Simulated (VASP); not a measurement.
# PbS (R3m) in VASP: single point with PBEsol

Aim: the single point of PbS with PBEsol.

Program: VASP 6.6.1. These are calculated values, not measurements. Logs are shortened: lines on timing, memory, paths and dates and some standing lists are left out, and cuts for length are marked.

## 1. The cell of the first run

It takes space group R3m (No. 160, trigonal). Conventional cell: a = 4.225 Å, b = 4.225 Å, c = 10.356 Å, α = 90.00°, β = 90.00°, γ = 120.00°. Within 3.9 Å of Pb (site symmetry 3m) lie 6 S at 2.96 to 3.02 Å. Within 3.9 Å of S (site symmetry 3m) lie 6 Pb at 2.96 to 3.02 Å.

## 2. Single point, PBEsol

INCAR reads:

```
ALGO = Normal
EDIFF = 1E-6
ENCUT = 500
GGA = PS
GGA_COMPAT = F
ISIF = 2
ISMEAR = 0
LASPH = T
LCHARG = F
LREAL = F
LWAVE = F
NBANDS = 17
NELM = 120
PREC = Accurate
SIGMA = 0.01
```

KPOINTS reads:

```
k-points
0
Gamma
  4 4 4
```

POSCAR reads:

```
PbS
1.0
    2.1126620000      1.2197460000      3.4519160000
   -2.1126620000      1.2197460000      3.4519160000
    0.0000000000     -2.4394920000      3.4519160000
Pb S
1 1
Direct
    0.9805660000      0.9805660000      0.9805660000
    0.4750360000      0.4750360000      0.4750360000
```

Potentials or basis: VASP PAW PBE potentials, release 64 (Pb_d, S).

Launch:

```
$ cat potpaw_PBE.64/Pb_d/POTCAR potpaw_PBE.64/S/POTCAR > POTCAR
$ mpirun -np 1 vasp_std > vasp.out
```

OUTCAR:

```text
EDIFF = 1E-6
   ENCUT = 500
   GGA = PS
   ISIF = 2
   ISMEAR = 0
   LASPH = T
   LREAL = F
   NELM = 120
   PREC = Accurate

 ion  position               nearest neighbor table
   1  0.981  0.981  0.981-   2 2.96   2 2.96   2 2.96   2 3.02   2 3.02   2 3.02
   2  0.475  0.475  0.475-   1 2.96   1 2.96   1 2.96   1 3.02   1 3.02   1 3.02

  LATTYP: Found a trigonal (rhomboedric) cell.
 ALAT       =     4.2269191028
 COS(alpha) =     0.5003772834

  Lattice vectors:

 A1 = (   2.1126620000,   1.2197460000,   3.4519160000)
 A2 = (  -2.1126620000,   1.2197460000,   3.4519160000)
 A3 = (   0.0000000000,  -2.4394920000,   3.4519160000)

Analysis of symmetry for initial positions (statically):
=====================================================================
 Subroutine PRICEL returns:
 Original cell was already a primitive cell.

 Routine SETGRP: Setting up the symmetry group for a
 trigonal (rhombohedral) supercell.

 Subroutine GETGRP returns: Found  6 space group operations
 (whereof  6 operations were pure point group operations)
 out of a pool of 12 trial point group operations.

The static configuration has the point symmetry C_3v.

Analysis of symmetry for dynamics (positions and initial velocities):
=====================================================================
 Subroutine PRICEL returns:
 Original cell was already a primitive cell.

 Routine SETGRP: Setting up the symmetry group for a
 trigonal (rhombohedral) supercell.

 Subroutine GETGRP returns: Found  6 space group operations
 (whereof  6 operations were pure point group operations)
 out of a pool of 12 trial point group operations.

The dynamic configuration has the point symmetry C_3v.

 Subroutine INISYM returns: Found  6 space group operations
 (whereof  6 operations are pure point group operations),
 and found     1 'primitive' translations

----------------------------------------------------------------------------------------

                                     Primitive cell

  volume of cell :      53.3717

  direct lattice vectors                    reciprocal lattice vectors
     2.112662000  1.219746000  3.451916000     0.236668241  0.136640470  0.096564729
    -2.112662000  1.219746000  3.451916000    -0.236668241  0.136640470  0.096564729
     0.000000000 -2.439492000  3.451916000     0.000000000 -0.273280940  0.096564729

  length of vectors
     4.226919103  4.226919103  4.226919125     0.289839993  0.289839993  0.289839989

  position of ions in fractional coordinates (direct lattice)
     0.980566000  0.980566000  0.980566000
     0.475036000  0.475036000  0.475036000

  ion indices of the primitive-cell ions
   primitive index   ion index
                 1           1
                 2           2

----------------------------------------------------------------------------------------

 KPOINTS: k-points

Automatic generation of k-mesh.
 Grid dimensions read from file:
 generate k-points for:    4    4    4

 Generating k-lattice:

  Cartesian coordinates                     Fractional coordinates (reciprocal lattice)
     0.059167060  0.034160117  0.024141182     0.250000000  0.000000000  0.000000000
    -0.059167060  0.034160117  0.024141182     0.000000000  0.250000000  0.000000000
     0.000000000 -0.068320235  0.024141182     0.000000000  0.000000000  0.250000000

  Length of vectors
     0.072459998  0.072459998  0.072459997

  Shift w.r.t. Gamma in fractional coordinates (k-lattice)
     0.000000000  0.000000000  0.000000000

 Subroutine IBZKPT returns following result:
 ===========================================

 Found     13 irreducible k-points:

 Following reciprocal coordinates:
            Coordinates               Weight
  0.000000  0.000000  0.000000      1.000000
  0.250000  0.000000  0.000000      6.000000
  0.500000  0.000000  0.000000      3.000000
  0.250000  0.250000  0.000000      6.000000
  0.500000  0.250000  0.000000     12.000000
 -0.250000  0.250000  0.000000      6.000000
  0.500000  0.500000  0.000000      3.000000
  0.250000  0.250000  0.250000      2.000000
  0.500000  0.250000  0.250000      6.000000
 -0.250000  0.250000  0.250000      6.000000
  0.500000  0.500000  0.250000      6.000000
 -0.250000  0.500000  0.250000      6.000000
  0.500000  0.500000  0.500000      1.000000
   k-points           NKPTS =     13   k-points in BZ     NKDIM =     13   number of bands    NBANDS=     17
   number of dos      NEDOS =    301   number of ions     NIONS =      2
   total plane-waves  NPLWV =  32768
   dimension x,y,z NGX =    32 NGY =   32 NGZ =   32
   dimension x,y,z NGXF=    64 NGYF=   64 NGZF=   64
   ions per type =               1   1
   NGX,Y,Z   is equivalent  to a cutoff of  12.59, 12.59, 12.59 a.u.
   NGXF,Y,Z  is equivalent  to a cutoff of  25.17, 25.17, 25.17 a.u.
 SYSTEM =  unknown system
   PREC   = accura    normal or accurate (medium, high low for compatibility)
   ISTART =      0    job   : 0-new  1-cont  2-samecut
   ICHARG =      2    charge: 1-file 2-atom 10-const
   ISPIN  =      1    spin polarized calculation?
   LNONCOLLINEAR =      F non collinear calculations
   LSORBIT =      F    spin-orbit coupling
   LASPH  =      T    aspherical Exc in radial PAW
   ENCUT  =  500.0 eV  36.75 Ry    6.06 a.u.   7.71  7.71  7.71*2*pi/ulx,y,z
   NELM   =    120;   NELMIN=  2; NELMDL= -5     # of ELM steps
   EDIFF  = 0.1E-05   stopping-criterion for ELM
   LREAL  =      F    real-space projection
   EDIFFG = 0.1E-04   stopping-criterion for IOM
   NSW    =      0    number of steps for IOM
   IBRION =     -1    ionic relax: 0-MD 1-quasi-New 2-CG
   NFREE  =      0    steps in history (QN), initial steepest desc. (CG)
   ISIF   =      2    stress and relaxation
   ISYM   =      2    0-nonsym 1-usesym 2-fastsym
   POTIM  = 0.5000    time-step for ionic-motion
   TEBEG  =    0.0;   TEEND  =   0.0 temperature during run
   PSTRESS=    0.0 pullay stress
   NELECT =      20.0000    total number of electrons
   NUPDOWN=      -1.0000    fix difference up-down
   EMIN   =  10.00;   EMAX   =-10.00  energy-range for DOS
   EFERMI =   0.00;   METHOD = LEGACY
   ISMEAR =     0;   SIGMA  =   0.01  broadening in eV -4-tet -1-fermi 0-gaus
   EFERMI_NEDOS =   21; number of points for ismear=-14 and -15
   IALGO  =     38    algorithm
   IMIX   =      4    mixing-type and parameters
     AMIX     =   0.40;   BMIX     =  1.00
     AMIX_MAG =   1.60;   BMIX_MAG =  1.00
  volume/ion in A,a.u.               =      26.69       180.08
  Fermi-wavevector in a.u.,A,eV,Ry     =   1.180270  2.230386 18.953408  1.393036
  Thomas-Fermi vector in A             =   2.316565
   LORBIT       =      0    0 simple, 1 ext, 2 COOP (PROOUT), +10 PAW based schemes
   GGA     = PS    functional components
   LHFCALC =     F    Hartree Fock is set to
   AEXX    =    0.0000 exact exchange contribution
   IVDW    =     0    specifies the selected vdW correction
   LEPSILON=     F    determine dielectric tensor
   LRPA    =     F    only Hartree local field effects (RPA)
 non-spin polarized calculation
 Gauss-broadening in eV      SIGMA  =   0.01
  energy-cutoff  :      500.00
  volume of cell :       53.37
 maximum number of plane-waves:      1363
 NGX is ok and might be reduce to    32
   NGX = 15   NGY = 15   NGZ = 15

 number of electron      20.0000002 magnetization

 Free energy of the ion-electron system (eV)
  ---------------------------------------------------
  ext. energy  EPLUGINS =         0.00000000
  ---------------------------------------------------
  free energy    TOTEN  =        -9.43332315 eV

  energy without entropy =       -9.43332315  energy(sigma->0) =       -9.43332315

 E-fermi :   5.4035     XC(G=0):  -9.7833

 val. band max:        5.3566819696   @ k =   0.5000   0.0000   0.0000
 cond. band min:       5.7109017251   @ k =   0.5000   0.0000   0.0000
 fundamental gap:      0.3542197556
 Fermi energy:         5.4035008797

 k-point     1 :       0.0000    0.0000    0.0000
  band No.  band energies     occupation
      1     -11.3130      2.00000
      2     -11.3130      2.00000
      3     -11.3129      2.00000
      4     -11.2997      2.00000
      5     -11.2997      2.00000
      6      -8.0158      2.00000
[... 9 lines left out ...]
     16      12.1187      0.00000
     17      13.8952      0.00000

 k-point     2 :       0.2500    0.0000    0.0000
  band No.  band energies     occupation
      1     -11.3176      2.00000
      2     -11.3168      2.00000
      3     -11.3109      2.00000
      4     -11.2885      2.00000
      5     -11.2881      2.00000
      6      -7.5240      2.00000
[... 9 lines left out ...]
     16      13.3039      0.00000
     17      17.0137      0.00000

 k-point     3 :       0.5000    0.0000    0.0000
  band No.  band energies     occupation
      1     -11.3311      2.00000
      2     -11.3302      2.00000
      3     -11.3098      2.00000
      4     -11.2674      2.00000
      5     -11.2672      2.00000
      6      -6.8032      2.00000
[... 9 lines left out ...]
     16      15.5171      0.00000
     17      15.8108      0.00000

 k-point     4 :       0.2500    0.2500    0.0000
  band No.  band energies     occupation
      1     -11.3533      2.00000
      2     -11.3250      2.00000
      3     -11.2877      2.00000
      4     -11.2849      2.00000
      5     -11.2849      2.00000
      6      -7.3430      2.00000
[... 9 lines left out ...]
     16      15.2634      0.00000
     17      15.3735      0.00000
[... 123 lines left out ...]
      1     -11.3816      2.00000
      2     -11.3141      2.00000
      3     -11.3013      2.00000
      4     -11.2764      2.00000
      5     -11.2634      2.00000
      6      -6.6236      2.00000
[... 9 lines left out ...]
     16      16.1257      0.00000
     17      16.7217      0.00000

 k-point    12 :      -0.2500    0.5000    0.2500
  band No.  band energies     occupation
      1     -11.4004      2.00000
      2     -11.2985      2.00000
      3     -11.2972      2.00000
      4     -11.2969      2.00000
      5     -11.2555      2.00000
      6      -6.3606      2.00000
[... 9 lines left out ...]
     16      17.2652      0.00000
     17      17.6551      0.00000

 k-point    13 :       0.5000    0.5000    0.5000
  band No.  band energies     occupation
      1     -11.3307      2.00000
      2     -11.3307      2.00000
      3     -11.3098      2.00000
      4     -11.2672      2.00000
      5     -11.2672      2.00000
      6      -6.8095      2.00000
[... 9 lines left out ...]
     16      15.5182      0.00000
     17      15.8235      0.00000

------------------------ aborting loop because EDIFF is reached ----------------------------------------

  FORCE on cell =-STRESS in cart. coord.  units (eV):
  Direction    XX          YY          ZZ          XY          YZ          ZX
  --------------------------------------------------------------------------------------
  -------------------------------------------------------------------------------------
  Total       -0.6792775     -0.6792775     -0.6818236      0.0000000      0.0000000      0.0000000
  in kB      -20.3913938    -20.3913947    -20.4678252      0.0000000      0.0000000      0.0000000
  external PRESSURE =     -20.4168713 kB  Pullay stress =       0.0000000 kB

 VOLUME and BASIS-vectors are now :
 -----------------------------------------------------------------------------
  energy-cutoff  :      500.00
  volume of cell :       53.37
      direct lattice vectors                 reciprocal lattice vectors
     2.112662000  1.219746000  3.451916000     0.236668241  0.136640470  0.096564729
    -2.112662000  1.219746000  3.451916000    -0.236668241  0.136640470  0.096564729
     0.000000000 -2.439492000  3.451916000     0.000000000 -0.273280940  0.096564729

 POSITION                                       TOTAL-FORCE (eV/Angst)
 -----------------------------------------------------------------------------------
      0.00000      0.00000     10.15449         0.000000     -0.000000      0.052901
      0.00000      0.00000      4.91935         0.000000      0.000000     -0.052901
 -----------------------------------------------------------------------------------
    total drift:                               -0.000000     -0.000000     -0.000099

  FREE ENERGIE OF THE ION-ELECTRON SYSTEM (eV)
  ---------------------------------------------------
  free  energy   TOTEN  =        -9.4333231494 eV

  energy  without entropy=       -9.4333231494  energy(sigma->0) =       -9.43332315
```

It took 8.8 s on 1 thread of Intel Xeon Platinum 8375C at 2.90GHz (Ice Lake), shared host; peak memory 0.17 GiB.

What came out:

```yaml
Free_energy: -9.4333 eV
Pressure: -2.0 GPa
Largest_force: 0.053 eV/Å
Band_gap_on_the_k_mesh: 0.35 eV, direct
```

Forces in eV/Å, atoms in the order of the input:
```
Pb   0.000  0.000  0.053
S    0.000  0.000 -0.053
```

Caveat: the k points lie up to 0.46 Å⁻¹ apart; the PAW data sets were made with another functional, which shifts forces and pressure a little; spin-orbit coupling is left out, which moves the levels of the heavy elements. A k mesh can miss the band edges.
